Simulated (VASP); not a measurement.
# Si16HC16 (a cell with a defect) in VASP: notebook, part 2 of 2

VASP 6.6.1. Earlier steps stand in the parts before.

## 3. Single point, PBE, collinear spin

Contents of INCAR:

```
  PREC = Accurate
  ENCUT = 520
  EDIFF = 1E-6
  ISMEAR = 0
  SIGMA = 0.02
  LREAL = Auto
  LASPH = True
  NELM = 150
  ALGO = Normal
  ISIF = 2
  LWAVE = False
  LCHARG = False
  ISPIN = 2
  MAGMOM = 0 0 0 0 0 0 0 0 0 0 0 0 0 0 0 0 0 0 0 0 0 0 0 0 0 0 0 0 0 0 0 0 0.43
  LORBIT = 11
  GGA = PE
  NBANDS = 90
```

Contents of KPOINTS:

```
regular mesh
0
Gamma
  2 2 2
```

Contents of POSCAR:

```
Si16HC16
1.0
    3.0919365181     -5.3553911431      0.0000000000
   -6.1838730361      0.0000000000      0.0000000000
    0.0000000000      0.0000000000    -10.1485845747
Si C H
16 16 1
Direct
    0.1664214576      0.3344717089      0.2507727044
    0.1662367839      0.3328649490      0.7500127672
    0.6663970763      0.3336734832      0.2493335875
    0.6665063120      0.3334417110      0.7498280124
    0.1672932893      0.8328342449      0.2511186640
    0.1664957752      0.8334898432      0.7499952278
    0.6654912601      0.8336228282      0.2508088671
    0.6670881556      0.8337320639      0.7500173984
    0.3335560284      0.1669267883     -0.0007657225
    0.3331155377      0.1667725210      0.4997711713
    0.8324110940      0.1676538722     -0.0005794897
    0.8330756579      0.1669164362      0.4998807432
    0.3337128796      0.6661564710     -0.0008900749
    0.3333412915      0.6665948812      0.5007975213
    0.8332143966      0.6666521121     -0.0008402157
    0.8332321358      0.6669003139      0.4997624016
    0.1676413498      0.3386459261      0.0634965394
    0.1662737560      0.3330393244      0.5619663469
    0.6662699147      0.3339671219      0.0614736957
    0.6664194836      0.3335798982      0.5616548749
    0.1707225440      0.8298442155      0.0637451455
    0.1664939079      0.8335024933      0.5618321410
    0.6610947558      0.8324983368      0.0635302387
    0.6669193537      0.8337029681      0.5619543256
    0.3329842681      0.1668959263      0.3115650243
    0.3331547505      0.1665870779      0.8118034529
    0.8329206739      0.1671148231      0.3117899818
    0.8331916158      0.1667802003      0.8118815919
    0.3333420384      0.6666013997      0.3136403876
    0.3333614581      0.6665860444      0.8115564234
    0.8331624863      0.6670964124      0.3115349709
    0.8333729285      0.6667918579      0.8117720200
    0.0050057968     -0.0059626700      1.0168877171
```

Potentials or basis: VASP PAW PBE potentials, release 64 (Si, C, H).

The run is started by

```
$ cat potpaw_PBE.64/Si/POTCAR potpaw_PBE.64/C/POTCAR potpaw_PBE.64/H/POTCAR > POTCAR
$ mpirun -np 1 vasp_std > vasp.out
```

OUTCAR:

```text
PREC = Accurate
   ENCUT = 520
   EDIFF = 1E-6
   ISMEAR = 0
   LREAL = Auto
   LASPH = True
   NELM = 150
   ISIF = 2
   ISPIN = 2
   LORBIT = 11
   GGA = PE

 ion  position               nearest neighbor table
   1  0.166  0.334  0.251-  29 1.89  27 1.89  25 1.89  17 1.90   5 3.08   7 3.09   3 3.09   3 3.09
                            12 3.09  10 3.10   7 3.10  14 3.10   5 3.10  13 3.11  11 3.12   9 3.12
   2  0.166  0.333  0.750-  28 1.89  26 1.89  30 1.89  18 1.91   8 3.09   6 3.09   4 3.09   4 3.09
                            13 3.09   6 3.10   9 3.10  14 3.10   8 3.10  11 3.10  12 3.10  10 3.10
   3  0.666  0.334  0.249-  27 1.89  31 1.89  25 1.89  19 1.91   7 3.09   1 3.09   5 3.09   5 3.09
                             1 3.09   7 3.09  11 3.10   9 3.10  15 3.10  16 3.11  10 3.11  12 3.11
   4  0.667  0.333  0.750-  32 1.89  26 1.89  28 1.89  20 1.91   6 3.09   2 3.09   8 3.09   8 3.09
                             6 3.09   2 3.09  11 3.09   9 3.10  15 3.10  12 3.10  10 3.10  16 3.10
   5  0.167  0.833  0.251-  29 1.89  25 1.89  31 1.89  21 1.90   7 3.08   1 3.08   3 3.09   3 3.09
                            10 3.09  16 3.09  14 3.10   1 3.10   7 3.11  13 3.12   9 3.12  15 3.12
   6  0.166  0.833  0.750-  26 1.89  32 1.89  30 1.89  22 1.91   2 3.09   8 3.09   4 3.09   4 3.09
                             8 3.09   2 3.10  15 3.10   9 3.10  14 3.10  13 3.10  10 3.10  16 3.10
   7  0.665  0.834  0.251-  29 1.89  27 1.89  31 1.89  23 1.90   5 3.08   1 3.09   3 3.09  12 3.09
                             3 3.09  16 3.10   1 3.10  14 3.10   5 3.11  13 3.11  11 3.12  15 3.12
   8  0.667  0.834  0.750-  28 1.89  32 1.89  30 1.89  24 1.91   2 3.09   6 3.09   4 3.09   4 3.09
                            15 3.09  13 3.09   6 3.09  14 3.10   2 3.10  11 3.10  12 3.10  16 3.10
   9  0.334  0.167  0.999-  33 1.77  19 1.89  26 1.90  21 1.92  17 1.92  11 3.08  13 3.09  15 3.09
[... 16 lines left out ...]
  18  0.166  0.333  0.562-  14 1.89  10 1.89  12 1.89   2 1.91
  19  0.666  0.334  0.061-  11 1.89   9 1.89  15 1.89   3 1.91
  20  0.666  0.334  0.562-  12 1.89  10 1.89  16 1.89   4 1.91
  21  0.171  0.830  0.064-  13 1.87   5 1.90   9 1.92  15 1.92
  22  0.166  0.834  0.562-  14 1.89  16 1.89  10 1.89   6 1.91
[... 8 lines left out ...]
  31  0.833  0.667  0.312-   5 1.89   7 1.89   3 1.89  16 1.91
  32  0.833  0.667  0.812-   6 1.89   8 1.89   4 1.89  15 1.90
  33  0.005  0.994  0.017-  15 1.76   9 1.77  11 1.86

  LATTYP: Found a hexagonal cell.
[... 894 lines left out ...]
      6      -4.0454      1.00000
[... 621 lines left out ...]
     75      13.5015      0.00000
     76      13.5238      0.00000
 [bands above 76 left out]

------------------------ aborting loop because EDIFF is reached ----------------------------------------

  FORCE on cell =-STRESS in cart. coord.  units (eV):
  Direction    XX          YY          ZZ          XY          YZ          ZX
  --------------------------------------------------------------------------------------
  -------------------------------------------------------------------------------------
  Total        6.0311220      5.5358899     -0.6294207     -0.4503569     -0.0663800      0.1269478
  in kB       28.7509012     26.3900853     -3.0005050     -2.1468919     -0.3164393      0.6051718
  external PRESSURE =      17.3801605 kB  Pullay stress =       0.0000000 kB

 VOLUME and BASIS-vectors are now :
 -----------------------------------------------------------------------------
  energy-cutoff  :      520.00
  volume of cell :      336.09
      direct lattice vectors                 reciprocal lattice vectors
     3.091936518 -5.355391143  0.000000000     0.000000000 -0.186727724  0.000000000
    -6.183873036  0.000000000  0.000000000    -0.161710953 -0.093363862  0.000000000
     0.000000000  0.000000000-10.148584575     0.000000000  0.000000000 -0.098535908

 POSITION                                       TOTAL-FORCE (eV/Angst)
 -----------------------------------------------------------------------------------
     -1.55377     -0.89125     -2.54499        -0.011391     -0.002278     -0.042713
     -1.54440     -0.89026     -7.61157         0.005984      0.000545     -0.025436
     -0.00294     -3.56882     -2.53038         0.001451     -0.002765     -0.012325
     -0.00117     -3.56940     -7.60969         0.005882     -0.002992     -0.018031
     -4.63288     -0.89592     -2.54850         0.002981      0.000820     -0.033308
     -4.63940     -0.89165     -7.61139        -0.001435      0.000736     -0.026228
[... 25 lines left out ...]
     -1.54662     -4.46304     -8.23834         0.006476      0.000214     -0.009019
     -6.13152     -0.02681     -0.17139        -0.049008      0.024138      0.780997
 -----------------------------------------------------------------------------------
    total drift:                                0.010634     -0.001287      0.050224

  FREE ENERGIE OF THE ION-ELECTRON SYSTEM (eV)
  ---------------------------------------------------
  free  energy   TOTEN  =      -240.0560180638 eV

  energy  without entropy=     -240.0556165488  energy(sigma->0) =     -240.05581731

 total charge

# of ion       s       p       d       tot
------------------------------------------
    1        0.703   0.961   0.000   1.664
    2        0.703   0.959   0.000   1.662
    3        0.703   0.958   0.000   1.661
    4        0.704   0.961   0.000   1.665
    5        0.703   0.960   0.000   1.663
    6        0.704   0.958   0.000   1.662
[... 25 lines left out ...]
   32        0.831   1.706   0.000   2.537
   33        0.525   0.033   0.000   0.559
--------------------------------------------------
tot         25.131  42.579   0.000  67.709

 magnetization (x)

# of ion       s       p       d       tot
------------------------------------------
    1        0.001   0.001   0.000   0.002
    2        0.000   0.000   0.000   0.001
    3        0.000   0.000   0.000   0.000
    4       -0.000   0.002   0.000   0.002
    5       -0.000   0.000   0.000  -0.000
    6        0.001   0.000   0.000   0.001
[... 25 lines left out ...]
   32       -0.000  -0.000   0.000  -0.001
   33        0.092   0.002   0.000   0.094
--------------------------------------------------
tot          0.130   0.115   0.000   0.245
```

stdout:

```text
POSCAR found type information on POSCAR SiC H
 POSCAR found :  3 types and      33 ions
 scaLAPACK will be used
 LDA part: xc-table for (Slater+PW92), standard interpolation
 POSCAR, INCAR and KPOINTS ok, starting setup
 FFT: planning ... GRIDC
 FFT: planning ... GRID_SOFT
 FFT: planning ... GRID
 WAVECAR not read
 entering main loop
```

Run time: 16 min. Hardware: 1 thread of Oxide Virtual Turin-like, shared host; peak memory 0.71 GiB.

Results:

```
Free energy                                           : -240.0560 eV
Pressure                                              : 1.7 GPa
Largest force                                         : 0.783 eV/Å
Net moment                                            : 0.50 μB per cell
Site moments                                          : Si +0.00, -0.00, +0.01 (each value once); C +0.03, +0.00, +0.01, -0.00, +0.04 (each value once); H +0.09 μB
Valence electrons inside the program's atomic spheres : Si 1.66, 1.67, 1.65, 1.69 (each value once); C 2.53, 2.54, 2.52 (each value once); H 0.56
```

Forces in eV/Å, atoms in the order of the input:
```
Si  -0.011 -0.002 -0.043
Si   0.006  0.001 -0.025
Si   0.001 -0.003 -0.012
Si   0.006 -0.003 -0.018
Si   0.003  0.001 -0.033
Si  -0.001  0.001 -0.026
Si  -0.002  0.011 -0.037
Si   0.002 -0.006 -0.024
Si   0.006  0.008  0.001
Si   0.002 -0.002 -0.023
Si   0.031 -0.016 -0.029
Si   0.001 -0.001 -0.021
Si  -0.011  0.001 -0.025
Si   0.002 -0.002 -0.040
Si  -0.011 -0.010 -0.015
Si   0.003  0.000 -0.022
C   -0.026  0.003 -0.048
C    0.002  0.003 -0.021
C    0.009 -0.008 -0.012
C    0.000 -0.001 -0.013
C    0.017  0.014 -0.034
C   -0.003  0.002 -0.016
C    0.007  0.005 -0.044
C   -0.002 -0.003 -0.023
C   -0.002  0.001 -0.018
C    0.003 -0.009 -0.009
C    0.006 -0.003 -0.021
C    0.004 -0.002 -0.017
C    0.002 -0.002 -0.050
C    0.003 -0.001 -0.033
C   -0.003  0.000 -0.019
C    0.006  0.000 -0.009
H   -0.049  0.024  0.781
```

Stress tensor (GPa, compression positive):
```
 2.88 -0.21  0.06
-0.21  2.64 -0.03
 0.06 -0.03 -0.30
```

Caveat: the k points lie up to 0.59 Å⁻¹ apart.
